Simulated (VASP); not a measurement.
W:

```
CELL_PARAMETERS angstrom
0.00000 2.63050 2.63050
2.63050 0.00000 2.63050
2.63050 2.63050 0.00000
ATOMIC_POSITIONS crystal
W 0.50000 0.50000 0.50000
W 0.75000 0.75000 0.75000
```

- Program: VASP 6.6.1
- Task: relaxation of cell and atoms
- Functional: r2SCAN
- Potentials or basis: VASP PAW PBE potentials, release 64 (W_sv)
- Cutoff: 600 eV
- k mesh: 6 × 6 × 6
- Occupations: gaussian, width 0.1 eV
- Spin: no spin polarisation

At the start: pressure 65.9 GPa; volume 18.20 Å³/atom.

Q: How do energy, volume and symmetry change on relaxing?

A: Over 5 steps the energy falls by 973.9 meV/atom and the volume is 24.40 Å³/atom (+34.1 %); space group Fd-3m (No. 227, to 0.05 Å).

The path:
```
step  energy change (eV)  largest force (eV/Å)  pressure (GPa)  volume (Å³)
   1              0.0000                0.0000           65.89        36.40
   2              3.2176                0.0000          -22.39        91.80
   3             -1.8876                0.0000           -6.51        51.64
   4             -1.9431                0.0000           -1.92        49.57
   5             -1.9477                0.0000            0.05        48.80
```

Final structure:
```cif
data_structure
_symmetry_space_group_name_H-M 'P 1'
_symmetry_Int_Tables_number 1
_cell_length_a 4.1019
_cell_length_b 4.1019
_cell_length_c 4.1019
_cell_angle_alpha 60.000
_cell_angle_beta 60.000
_cell_angle_gamma 60.000
_cell_volume 48.80
loop_
_atom_site_label
_atom_site_type_symbol
_atom_site_fract_x
_atom_site_fract_y
_atom_site_fract_z
_atom_site_occupancy
W1 W 0.50000 0.50000 0.50000 1
W2 W 0.75000 0.75000 0.75000 1
```

Caveat: the volume moved by over 15 % at a fixed basis, so the end points are rough; the PAW data sets were made with another functional, which shifts forces and pressure a little.
